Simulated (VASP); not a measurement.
ZnSeS: relaxation of cell and atoms with PBE

ZnSeS:

```xyz
3
Lattice="3.6332 0.0000 0.0000 0.0000 3.6332 0.0000 0.0000 0.0000 5.1329" Properties=species:S:1:pos:R:3 pbc="T T T"
Zn    0.0000    0.0000    0.0000
Se    1.8166    1.8166    0.0000
S     1.8166    1.8166    2.5665
```

The cell was built from a structure type or drawn by symmetry, and may not be a known phase.

```json
{
 "Program": "VASP 6.6.1",
 "Task": "relaxation of cell and atoms",
 "Functional": "PBE",
 "Potentials or basis": "VASP PAW PBE potentials, release 64 (Zn, Se, S)",
 "Cutoff": "600 eV",
 "k mesh": "12 × 12 × 10",
 "Occupations": "gaussian, width 0.1 eV",
 "Spin": "no spin polarisation",
 "Dipole correction": "no",
 "Further INCAR settings": "ALGO = Normal; EDIFF = 1e-06; IBRION = 2; EDIFFG = -0.01; NSW = 100; ISIF = 3"
}
```

```
Relaxed volume                        : 22.50 Å³/atom
Relaxed cell                          : a = 3.688 Å, b = 3.688 Å, c = 4.963 Å, α = 90.00°, β = 90.00°, γ = 90.00°
Space group after relaxing (to 0.1 Å) : P4/mmm (No. 123)
Energy gained by relaxing             : 16.1 meV/atom
Ionic steps                           : 7
Pressure after relaxing               : 0.0 GPa
Band gap on the k mesh                : zero (bands 12 and 13 overlap by 2.85 eV)
```

Step by step:
```csv
step,energy change (eV),largest force (eV/Å),pressure (GPa),volume (Å³)
1,0.0000,0.0000,-0.55,67.76
2,-0.0461,0.0000,0.24,66.97
3,-0.0473,0.0000,0.46,66.83
4,-0.0473,0.0000,0.51,66.82
5,-0.0483,0.0000,0.04,67.49
6,-0.0483,0.0000,0.00,67.49
7,-0.0483,0.0000,-0.04,67.51
```

Final structure:
```
Zn Se S
1.0
     3.68835    0.00000    0.00000
     0.00000    3.68835    0.00000
     0.00000    0.00000    4.96290
Zn Se S
1 1 1
Direct
  0.00000 0.00000 0.00000
  0.50000 0.50000 0.00000
  0.50000 0.50000 0.50000
```

Levels at points of the mesh, in eV from the Fermi level:
```tsv
k point	band 9	band 10	band 11	band 12	band 13	band 14	band 15	band 16
(0.00, 0.00, 0.00)	-3.11	-3.11	-1.15	0.44	0.44	4.43	5.09	6.14
(0.50, 0.00, 0.00)	-5.82	-1.82	-1.46	0.92	2.34	3.20	4.21	4.75
(0.50, 0.50, 0.00)	-5.55	-5.55	-2.16	-1.08	-1.08	5.21	5.28	5.28
(0.00, 0.00, 0.50)	-2.68	-1.54	-1.47	-0.54	-0.54	-0.46	3.14	5.70
(0.50, 0.00, 0.50)	-3.03	-1.16	-0.99	-0.90	-0.30	3.70	4.53	4.90
(0.50, 0.50, 0.50)	-5.17	-2.20	-2.20	-1.90	-0.69	-0.65	3.06	9.18
```

Wall time 4.3 min on 1 thread of Intel(R) Xeon(R) 6975P-C (Granite Rapids), with other jobs on the host, peak memory 0.4 GiB.
